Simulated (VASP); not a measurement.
# Co (Fm-3m) in VASP: single point with r2SCAN

Aim: the single point of Co with r2SCAN.

Program: VASP 6.6.1. These are calculated values, not measurements. Logs are shortened: lines on timing, memory, paths and dates and some standing lists are left out, and cuts for length are marked.

**1. The cell of the first run**

Symmetry: Fm-3m, No. 225, cubic system. Conventional cell: a = 3.515 Å, b = 3.515 Å, c = 3.515 Å, α = 90.00°, β = 90.00°, γ = 90.00°. Co (site symmetry m-3m) has 12 Co at 2.49 Å within 3.3 Å.

This isn't the form of Co at room conditions, which is hcp.

**2. Single point, r2SCAN, collinear spin, ferromagnetic start**

Input file POSCAR:

```
Co
1.0
    0.0000000000      1.7573623084      1.7573623084
    1.7573623084      0.0000000000      1.7573623084
    1.7573623084      1.7573623084      0.0000000000
Co
1
Direct
    0.0000000000      0.0000000000      0.0000000000
```

Input file INCAR.step1:

```
SYSTEM = Co
ALGO     = Normal         ! electronic algorithm
EDIFF    = 1E-5           ! SCF threshold, eV
ENCUT    = 660            ! plane-wave cutoff, eV
GGA      = PE             ! functional
GGA_COMPAT= .FALSE.      
ISMEAR   = -1             ! smearing method
ISPIN    = 2              ! spin polarisation
LASPH    = .TRUE.         ! aspherical terms in the spheres
LCHARG   = .FALSE.        ! write CHGCAR
LMAXMIX  = 4              ! l up to which the mixer works
LREAL    = .FALSE.        ! projectors in reciprocal space
LWAVE    = .TRUE.         ! write WAVECAR
MAGMOM   = 1.954          ! initial moments
NBANDS   = 14             ! bands
NELM     = 200            ! most SCF steps
PREC     = Accurate       ! precision mode
SIGMA    = 0.1            ! smearing width, eV
```

Input file INCAR.step2:

```
SYSTEM = Co
ALGO     = Normal         ! electronic algorithm
EDIFF    = 1E-6           ! SCF threshold, eV
ENCUT    = 660            ! plane-wave cutoff, eV
GGA_COMPAT= .FALSE.      
ISIF     = 2              ! what is computed and relaxed
ISMEAR   = -1             ! smearing method
ISPIN    = 2              ! spin polarisation
ISTART   = 1            
LASPH    = .TRUE.         ! aspherical terms in the spheres
LCHARG   = .FALSE.        ! write CHGCAR
LMAXMIX  = 4              ! l up to which the mixer works
LMIXTAU  = .TRUE.       
LORBIT   = 11             ! projections on sites
LREAL    = .FALSE.        ! projectors in reciprocal space
LWAVE    = .FALSE.        ! write WAVECAR
MAGMOM   = 1.954          ! initial moments
METAGGA  = R2SCAN         ! meta-GGA
NBANDS   = 14             ! bands
NELM     = 200            ! most SCF steps
PREC     = Accurate       ! precision mode
SIGMA    = 0.1            ! smearing width, eV
```

Input file KPOINTS:

```
k-points
0
G
  8 8 8
  0 0 0
```

Potentials or basis: VASP PAW PBE potentials, release 64 (Co).

Run with:

```bash
$ cat potpaw_PBE.64/Co/POTCAR > POTCAR
$ cp INCAR.step1 INCAR
$ mpirun -np 1 vasp_std > vasp.out
$ cp INCAR.step2 INCAR
$ mpirun -np 1 vasp_std > vasp.out
```

OUTCAR:

```text
SYSTEM = Co
   EDIFF = 1E-6
   ENCUT = 660
   ISIF = 2
   ISMEAR = -1
   ISPIN = 2
   ISTART = 1
   LASPH = .TRUE.
   LORBIT = 11
   LREAL = .FALSE.
   METAGGA = R2SCAN
   NELM = 200
   PREC = Accurate

 ion  position               nearest neighbor table
   1  0.000  0.000  0.000-

  LATTYP: Found a face centered cubic cell.
 ALAT       =     3.5147246168

  Lattice vectors:

 A1 = (   0.0000000000,   1.7573623084,   1.7573623084)
 A2 = (   1.7573623084,   0.0000000000,   1.7573623084)
 A3 = (   1.7573623084,   1.7573623084,   0.0000000000)

Analysis of symmetry for initial positions (statically):
=====================================================================
 Subroutine PRICEL returns:
 Original cell was already a primitive cell.

 Routine SETGRP: Setting up the symmetry group for a
 face centered cubic supercell.

 Subroutine GETGRP returns: Found 48 space group operations
 (whereof 48 operations were pure point group operations)
 out of a pool of 48 trial point group operations.

The static configuration has the point symmetry O_h .

Analysis of symmetry for dynamics (positions and initial velocities):
=====================================================================
 Subroutine PRICEL returns:
 Original cell was already a primitive cell.

 Routine SETGRP: Setting up the symmetry group for a
 face centered cubic supercell.

 Subroutine GETGRP returns: Found 48 space group operations
 (whereof 48 operations were pure point group operations)
 out of a pool of 48 trial point group operations.

The dynamic configuration has the point symmetry O_h .

Analysis of structural, dynamic, and magnetic symmetry:
=====================================================================
 Subroutine PRICEL returns:
 Original cell was already a primitive cell.

 Routine SETGRP: Setting up the symmetry group for a
 face centered cubic supercell.

 Subroutine GETGRP returns: Found 48 space group operations
 (whereof 48 operations were pure point group operations)
 out of a pool of 48 trial point group operations.

The overall configuration has the point symmetry O_h .

 Subroutine INISYM returns: Found 48 space group operations
 (whereof 48 operations are pure point group operations),
 and found     1 'primitive' translations

----------------------------------------------------------------------------------------

                                     Primitive cell

  volume of cell :      10.8546

  direct lattice vectors                    reciprocal lattice vectors
     0.000000000  1.757362308  1.757362308    -0.284517312  0.284517312  0.284517312
     1.757362308  0.000000000  1.757362308     0.284517312 -0.284517312  0.284517312
     1.757362308  1.757362308  0.000000000     0.284517312  0.284517312 -0.284517312

  length of vectors
     2.485285611  2.485285611  2.485285611     0.492798440  0.492798440  0.492798440

  position of ions in fractional coordinates (direct lattice)
     0.000000000  0.000000000  0.000000000

  ion indices of the primitive-cell ions
   primitive index   ion index
                 1           1

----------------------------------------------------------------------------------------

 KPOINTS: k-points

Automatic generation of k-mesh.
 Grid dimensions read from file:
 generate k-points for:    8    8    8

 Generating k-lattice:

  Cartesian coordinates                     Fractional coordinates (reciprocal lattice)
    -0.035564664  0.035564664  0.035564664     0.125000000  0.000000000  0.000000000
     0.035564664 -0.035564664  0.035564664     0.000000000  0.125000000  0.000000000
     0.035564664  0.035564664 -0.035564664     0.000000000  0.000000000  0.125000000

  Length of vectors
     0.061599805  0.061599805  0.061599805

  Shift w.r.t. Gamma in fractional coordinates (k-lattice)
     0.000000000  0.000000000  0.000000000

 Subroutine IBZKPT returns following result:
 ===========================================

 Found     29 irreducible k-points:

 Following reciprocal coordinates:
            Coordinates               Weight
  0.000000  0.000000  0.000000      1.000000
  0.125000  0.000000  0.000000      8.000000
  0.250000  0.000000  0.000000      8.000000
  0.375000  0.000000  0.000000      8.000000
  0.500000  0.000000  0.000000      4.000000
  0.125000  0.125000  0.000000      6.000000
[... 16 lines left out ...]
  0.500000  0.250000  0.125000     48.000000
 -0.375000  0.250000  0.125000     24.000000
 [... further k-points ...]
   k-points           NKPTS =     29   k-points in BZ     NKDIM =     29   number of bands    NBANDS=     14
   number of dos      NEDOS =    301   number of ions     NIONS =      1
   total plane-waves  NPLWV =  13824
   dimension x,y,z NGX =    24 NGY =   24 NGZ =   24
   dimension x,y,z NGXF=    48 NGYF=   48 NGZF=   48
   ions per type =               1
   NGX,Y,Z   is equivalent  to a cutoff of  16.05, 16.05, 16.05 a.u.
   NGXF,Y,Z  is equivalent  to a cutoff of  32.11, 32.11, 32.11 a.u.
 SYSTEM =  Co
   PREC   = accura    normal or accurate (medium, high low for compatibility)
   ISTART =      1    job   : 0-new  1-cont  2-samecut
   ICHARG =      0    charge: 1-file 2-atom 10-const
   ISPIN  =      2    spin polarized calculation?
   LNONCOLLINEAR =      F non collinear calculations
   LSORBIT =      F    spin-orbit coupling
   LASPH  =      T    aspherical Exc in radial PAW
   ENCUT  =  660.0 eV  48.51 Ry    6.96 a.u.   5.21  5.21  5.21*2*pi/ulx,y,z
   NELM   =    200;   NELMIN=  2; NELMDL=  0     # of ELM steps
   EDIFF  = 0.1E-05   stopping-criterion for ELM
   LREAL  =      F    real-space projection
   EDIFFG = 0.1E-04   stopping-criterion for IOM
   NSW    =      0    number of steps for IOM
   IBRION =     -1    ionic relax: 0-MD 1-quasi-New 2-CG
   NFREE  =      0    steps in history (QN), initial steepest desc. (CG)
   ISIF   =      2    stress and relaxation
   ISYM   =      2    0-nonsym 1-usesym 2-fastsym
   POTIM  = 0.5000    time-step for ionic-motion
   TEBEG  =    0.0;   TEEND  =   0.0 temperature during run
   PSTRESS=    0.0 pullay stress
   NELECT =       9.0000    total number of electrons
   NUPDOWN=      -1.0000    fix difference up-down
   EMIN   =  10.00;   EMAX   =-10.00  energy-range for DOS
   EFERMI =   0.00;   METHOD = LEGACY
   ISMEAR =    -1;   SIGMA  =   0.10  broadening in eV -4-tet -1-fermi 0-gaus
   EFERMI_NEDOS =   21; number of points for ismear=-14 and -15
   IALGO  =     38    algorithm
   IMIX   =      4    mixing-type and parameters
     AMIX     =   0.40;   BMIX     =  1.00
     AMIX_MAG =   1.60;   BMIX_MAG =  1.00
  volume/ion in A,a.u.               =      10.85        73.25
  Fermi-wavevector in a.u.,A,eV,Ry     =   1.537981  2.906363 32.183033  2.365386
  Thomas-Fermi vector in A             =   2.644414
   LORBIT       =     11    0 simple, 1 ext, 2 COOP (PROOUT), +10 PAW based schemes
   METAGGA = R2SCAN    functional components
   LHFCALC =     F    Hartree Fock is set to
   AEXX    =    0.0000 exact exchange contribution
   IVDW    =     0    specifies the selected vdW correction
   LEPSILON=     F    determine dielectric tensor
   LRPA    =     F    only Hartree local field effects (RPA)
 spin polarized calculation
  energy-cutoff  :      660.00
  volume of cell :       10.85
 maximum number of plane-waves:       444
 NGX is ok and might be reduce to    24
   NGX = 11   NGY = 11   NGZ = 11

 number of electron       8.9999998 magnetization       1.7158339

 Free energy of the ion-electron system (eV)
  ---------------------------------------------------
  ext. energy  EPLUGINS =         0.00000000
  ---------------------------------------------------
  free energy    TOTEN  =       -13.25036990 eV

  energy without entropy =      -13.23115144  energy(sigma->0) =      -13.24076067

 E-fermi :  10.5931     XC(G=0): -14.6474

 val. band max:       10.5121205712   @ k =   0.5000   0.2500   0.0000
 cond. band min:      10.7546894630   @ k =  -0.3750   0.1250   0.0000
 fundamental gap:      0.2425688918
 Fermi energy:        10.5930509904

 spin component 1

 k-point     1 :       0.0000    0.0000    0.0000
  band No.  band energies     occupation
      1       0.9357      1.00000
      2       7.1955      1.00000
      3       7.1955      1.00000
      4       7.1955      1.00000
      5       7.8359      1.00000
      6       7.8359      1.00000
      7      34.1599      0.00000
      8      38.6584      0.00000
      9      38.6584      0.00000
     10      38.6584      0.00000
     11      41.6280      0.00000
     12      41.6280      0.00000
     13      41.6280      0.00000
     14      41.8904      0.00000
[... 375 lines left out ...]
 k-point    24 :      -0.3750    0.2500    0.1250
  band No.  band energies     occupation
      1       5.6130      1.00000
      2       5.9906      1.00000
      3       7.1889      1.00000
      4       7.4178      1.00000
      5       9.0109      1.00000
      6      13.6443      0.00000
      7      16.8641      0.00000
      8      26.7236      0.00000
      9      28.0541      0.00000
     10      36.8488      0.00000
     11      40.7066      0.00000
     12      42.3467      0.00000
     13      48.2420      0.00000
     14      51.2507      0.00000

 [... further k-points ...]

 spin component 2

 k-point     1 :       0.0000    0.0000    0.0000
  band No.  band energies     occupation
      1       0.4507      1.00000
      2       9.0414      1.00000
      3       9.0416      1.00000
      4       9.0416      1.00000
      5      11.4918      0.00012
      6      11.4919      0.00012
      7      33.9927      0.00000
      8      39.6163      0.00000
      9      39.6163      0.00000
     10      39.6163      0.00000
     11      42.2598      0.00000
     12      42.2598      0.00000
     13      42.2599      0.00000
     14      44.3934      0.00000
[... 375 lines left out ...]
 k-point    24 :      -0.3750    0.2500    0.1250
  band No.  band energies     occupation
      1       6.7210      1.00000
      2       8.0930      1.00000
      3       8.6942      1.00000
      4      10.2895      0.95417
      5      11.6988      0.00002
      6      14.7804      0.00000
      7      17.8785      0.00000
      8      27.2073      0.00000
      9      28.8406      0.00000
     10      37.2913      0.00000
     11      41.6302      0.00000
     12      49.0131      0.00000
     13      49.3862      0.00000
     14      52.2169      0.00000

 [... further k-points ...]
[... 5 lines left out ...]
  --------------------------------------------------------------------------------------
  -------------------------------------------------------------------------------------
  Total       -0.1714891     -0.1714891     -0.1714891      0.0000000      0.0000000      0.0000000
  in kB      -25.3123913    -25.3123913    -25.3123913      0.0000000      0.0000000      0.0000000
  external PRESSURE =     -25.3123913 kB  Pullay stress =       0.0000000 kB

 VOLUME and BASIS-vectors are now :
 -----------------------------------------------------------------------------
  energy-cutoff  :      660.00
  volume of cell :       10.85
      direct lattice vectors                 reciprocal lattice vectors
     0.000000000  1.757362308  1.757362308    -0.284517312  0.284517312  0.284517312
     1.757362308  0.000000000  1.757362308     0.284517312 -0.284517312  0.284517312
     1.757362308  1.757362308  0.000000000     0.284517312  0.284517312 -0.284517312

 POSITION                                       TOTAL-FORCE (eV/Angst)
 -----------------------------------------------------------------------------------
      0.00000      0.00000      0.00000         0.000000     -0.000000     -0.000000
 -----------------------------------------------------------------------------------
    total drift:                               -0.000000     -0.000000     -0.000000

  FREE ENERGIE OF THE ION-ELECTRON SYSTEM (eV)
  ---------------------------------------------------
  free  energy   TOTEN  =       -13.2503699042 eV

  energy  without entropy=      -13.2311514418  energy(sigma->0) =      -13.24076067

 total charge

# of ion       s       p       d       tot
------------------------------------------
    1        0.506   0.558   7.233   8.297

 magnetization (x)

# of ion       s       p       d       tot
------------------------------------------
    1       -0.006  -0.068   1.849   1.775
```

Wall time 86 s (1 thread of AMD EPYC 7R43 (Zen 3), shared host); peak memory 0.13 GiB.

Results:

```
Free energy                                           : -13.2504 eV
Pressure                                              : -2.5 GPa
Net moment                                            : 1.72 μB per cell
Site moments                                          : Co +1.77 μB
Valence electrons inside the program's atomic spheres : Co 8.30
```

Caveat: the k points lie up to 0.39 Å⁻¹ apart; the PAW data sets were made with another functional, which shifts forces and pressure a little.
